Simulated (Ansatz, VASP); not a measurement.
## CdS: VASP beside Ansatz

File POSCAR:

```
CdS
1.0
    4.1500000000      0.0000000000      0.0000000000
   -2.0750000000      3.5940054257      0.0000000000
    0.0000000000      0.0000000000      6.7370000000
Cd S
2 2
Direct
    0.6666666667      0.3333333333      0.5000000000
    0.3333333333      0.6666666667      0.0000000000
    0.6666666667      0.3333333333      0.8750000000
    0.3333333333      0.6666666667      0.3750000000
```

Contents of INCAR.step1:

```
SYSTEM = CdS
ALGO = Normal
EDIFF = 1E-5
ENCUT = 520
GGA = PE
ISIF = 2
ISMEAR = -1
LASPH = .TRUE.
LREAL = .FALSE.
LWAVE = .TRUE.
NBANDS = 26
NELM = 60
PREC = Accurate
SIGMA = 0.05
```

File INCAR.step2:

```
SYSTEM = CdS
ALGO = Normal
EDIFF = 1E-6
ENCUT = 520
GGA = PE
HFSCREEN = 0.2079
ISIF = 2
ISMEAR = -1
ISTART = 1
LASPH = .TRUE.
LCHARG = .TRUE.
LELF = .TRUE.
LHFCALC = .TRUE.
LREAL = .FALSE.
LVHAR = .TRUE.
LWAVE = .FALSE.
NBANDS = 26
NELM = 60
PREC = Accurate
PRECFOCK = Normal
SIGMA = 0.05
```

KPOINTS

```
k-points
0
G
  4 4 3
  0 0 0
```

The input input.yaml:

```yaml
crystal:
  lattice:
    - [4.15, 0.0, 0.0]
    - [-2.075, 3.5940054257, 0.0]
    - [0.0, 0.0, 6.737]
  atoms:
    - { symbol: Cd, position: [0.6666666667, 0.3333333333, 0.5] }
    - { symbol: Cd, position: [0.3333333333, 0.6666666667, 0.0] }
    - { symbol: S, position: [0.6666666667, 0.3333333333, 0.875] }
    - { symbol: S, position: [0.3333333333, 0.6666666667, 0.375] }
hamiltonian:
  xc: hse06
  pseudopotentials: { kind: paw }
kpoints:
  mp_grid: { grid: [4, 4, 3] }
scf:
  occupations: { method: fermi_dirac, width: 0.05 }
  n_extra_bands: 10
output:
  forces: true
  stress: true
  eigenvalues: true
  dos: { projected: true, de: 0.05 }
  write_density: true
  write_potential: true
  elf: true
  volumetric_format: npy
```

Alike in both runs: functional HSE06; k mesh 4 × 4 × 3; occupations fermi-dirac, width 0.05 eV; no spin polarisation.

|  | VASP | Ansatz |
| --- | --- | --- |
| version | VASP 6.6.1 | Ansatz 0.2.0 |
| potentials or method | VASP PAW PBE potentials, release 64 (Cd, S) | Ansatz PAW |
| plane-wave cutoff (eV) | 520 | 420 |
| valence electrons in the cell | 36 | 52 |
| task | single point | projected density of states |

Ansatz gave:

```
gap on the k mesh at the Fermi level (eV)                     : 2.23
least direct gap on the mesh (eV)                             : 2.23
pressure (GPa)                                                : 1.0
traceless stress, the component that is largest in VASP (GPa) : 0.26
rms of the force components (eV/Å)                            : 0.036
```

Task: Which values does VASP return?

Result: gap on the k mesh at the Fermi level (eV): 2.23; least direct gap on the mesh (eV): 2.23; pressure (GPa): 1.3; traceless stress, the component that is largest in VASP (GPa): 0.28; rms of the force components (eV/Å): 0.037.

Atom by atom the forces differ by 0.001 eV/Å (rms over components). VASP's potentials hold 36 valence electrons a cell and Ansatz's 52, so a difference there can come from the potentials and not from the codes.

The k mesh is coarse, so the values compare programs but aren't converged. Noted on Ansatz's run: odd divisions of the mesh miss points on the zone boundary, where band edges often lie, so the gap on the mesh can be too wide.
